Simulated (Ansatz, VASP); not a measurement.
One calculation of GaP, two programs

```
Ga P
1.0
     0.00000    2.76158    2.76158
     2.76158    0.00000    2.76158
     2.76158    2.76158    0.00000
Ga P
1 1
Cartesian
  0.0000 0.0000 0.0000
  1.3808 1.3808 1.3808
```

Alike in both runs: functional r2SCAN; k mesh 10 × 10 × 10; occupations fermi-dirac, width 0.02 eV; no spin polarisation.

Ansatz relaxed the structure, and its values are those at the end. VASP's run is a single point on that final structure, the one shown.

|  | VASP | Ansatz |
| --- | --- | --- |
| version | VASP 6.6.1 | Ansatz 0.2.0 |
| potentials or method | VASP PAW PBE potentials, release 64 (Ga_d, P), cutoff 520 eV | PAW plane waves |
| valence electrons in the cell | 18 | 18 |

Ansatz gave:

```
gap on the k mesh at the Fermi level (eV) : 1.91
pressure (GPa)                            : -3.1
```

Question: What did VASP give for the same quantities?

Answer: gap on the k mesh at the Fermi level (eV): 1.91; pressure (GPa): -3.2.

VASP's potentials were made for PBE, not for r2SCAN. Ansatz's warnings: stress scf threshold loose.
